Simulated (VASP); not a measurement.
Write the native input for VASP 6.6.1 that does the following.

```
Task                   : single point
Functional             : PBEsol
Potentials or basis    : VASP PAW PBE potentials, release 64 (Si, Ge_d)
Cutoff                 : 520 eV
k mesh                 : 2 × 2 × 2
Occupations            : gaussian, width 0.05 eV
Spin                   : no spin polarisation
Dipole correction      : no
Further INCAR settings : LREAL = Auto; ALGO = Normal; EDIFF = 1e-06; NBANDS = 53
```

The structure of Si16Ge (a cell with a defect) lies in POSCAR:

```
Si16Ge
1.0
    0.0000000000      5.4300000000      5.4300000000
    5.4300000000      0.0000000000      5.4300000000
    5.4300000000      5.4300000000      0.0000000000
Si Ge
16 1
Direct
    0.0622129834     -0.0201312155     -0.0212632597
    0.1417334254      0.1248255064      0.1239647330
   -0.0087691529      0.0196593923      0.4944284530
    0.1418325967      0.1248924494      0.6090392265
   -0.0087639963      0.4953255064      0.0187592081
    0.1415855433      0.6102220074      0.1239652855
   -0.0087747698      0.4953690608      0.4944022099
    0.0449294659      0.6522392265      0.6512863720
    0.5132676796      0.0082706262      0.0074183241
    0.6857225599      0.1051100368      0.1044164825
    0.5133540516      0.0080643646      0.4707205341
    0.6182362799      0.1640307551      0.6088116022
    0.5131157459      0.4714398711      0.0074256906
    0.6182275322      0.6094621547      0.1634848066
    0.4260814917      0.5249586556      0.5243778085
    0.6182599448      0.6092496317      0.6087207182
    0.5970385820      0.8012417127      0.8006897790
```

One way to write it, as run:

INCAR

```
ALGO = Normal
EDIFF = 1E-6
ENCUT = 520
GGA = PS
ISIF = 2
ISMEAR = 0
LASPH = T
LCHARG = F
LREAL = Auto
LWAVE = F
NBANDS = 53
NELM = 100
PREC = Accurate
SIGMA = 0.05
```

KPOINTS

```
k-points
0
Gamma
  2 2 2
```

Potentials or basis: VASP PAW PBE potentials, release 64 (Si, Ge_d).

Command:

```sh
$ cat potpaw_PBE.64/Si/POTCAR potpaw_PBE.64/Ge_d/POTCAR > POTCAR
$ mpirun -np 1 vasp_std > vasp.out
```

It gave:

- Pressure: 3.5 GPa
- Largest force: 0.041 eV/Å
- Band gap on the k mesh: 0.05 eV

Caveat: the k points lie up to 0.50 Å⁻¹ apart; the PAW data sets were made with another functional, which shifts forces and pressure a little.

Run time: 3.1 min on 1 thread of Intel(R) Xeon(R) 6975P-C (Granite Rapids) (shared host), peak memory 0.48 GiB.
